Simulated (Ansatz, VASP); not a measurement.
# One calculation of Hf, two programs

Contents of INCAR:

```
SYSTEM = Hf
PREC = Accurate
ENCUT = 400
EDIFF = 1E-6
ISMEAR = -1
SIGMA = 0.08
LREAL = .False.
LASPH = .True.
NELM = 120
ALGO = Normal
ISIF = 2
LWAVE = .False.
LCHARG = .True.
LELF = .True.
LVHAR = .True.
NBANDS = 33
GGA_COMPAT = .False.
NELMDL = -8
```

File KPOINTS:

```
regular mesh
0
Gamma
  12 12 1
  0 0 0
```

The input POSCAR:

```
Hf
1.0
    3.1180146446      0.0000000000      0.0000000000
   -1.5590073223      2.7002798916      0.0000000000
    0.0000000000      0.0000000000     25.8932000000
Hf
5
Direct
    0.0000000000      0.0000000000      0.3129801676
    0.3333333333      0.6666666667      0.4025170969
    0.0000000000      0.0000000000      0.4999999907
    0.3333333333      0.6666666667      0.5974829050
    0.0000000000      0.0000000000      0.6870198395
```

Input for Ansatz:

```yaml
crystal:
  lattice:
    - [3.1180146446, 0.0, 0.0]
    - [-1.5590073223, 2.7002798916, 0.0]
    - [0.0, 0.0, 25.8932]
  atoms:
    - { symbol: Hf, position: [0.0, 0.0, 0.3129801676] }
    - { symbol: Hf, position: [0.3333333333, 0.6666666667, 0.4025170969] }
    - { symbol: Hf, position: [0.0, 0.0, 0.4999999907] }
    - { symbol: Hf, position: [0.3333333333, 0.6666666667, 0.597482905] }
    - { symbol: Hf, position: [0.0, 0.0, 0.6870198395] }
kpoints:
  mp_grid: { grid: [12, 12, 1] }
scf:
  occupations: { method: fermi_dirac, width: 0.08 }
hamiltonian:
  xc: lda
  pseudopotentials: { kind: paw }
output:
  forces: true
  stress: true
  eigenvalues: true
  core_levels:
    shells: { Hf: ["4f"] }
    counted_from: fermi_level
    add_spin: false
```

Alike in both runs: task single point; functional LDA; k mesh 12 × 12 × 1; occupations fermi-dirac, width 0.08 eV; no spin polarisation.

|  | VASP | Ansatz |
| --- | --- | --- |
| version | VASP 6.6.1 | Ansatz 0.2.0 |
| potentials or method | VASP PAW LDA potentials, release 64 (Hf_pv) | PAW with Ansatz's default frozen-core files, scalar-relativistic |
| plane-wave cutoff (eV) | 400 | 420 |
| valence electrons in the cell | 50 | 130 |

Ansatz gave:

- rms of the force components (eV/Å): 0.002

Which values does VASP return?

rms of the force components (eV/Å): 0.008.

LDA's correlation is that of Perdew and Zunger in VASP and of Perdew and Wang (1992) in Ansatz. Atom by atom the forces differ by 0.007 eV/Å (rms over components). VASP's potentials hold 50 valence electrons a cell and Ansatz's 130, so a difference there can come from the potentials and not from the codes.

Spin-orbit coupling is off throughout.
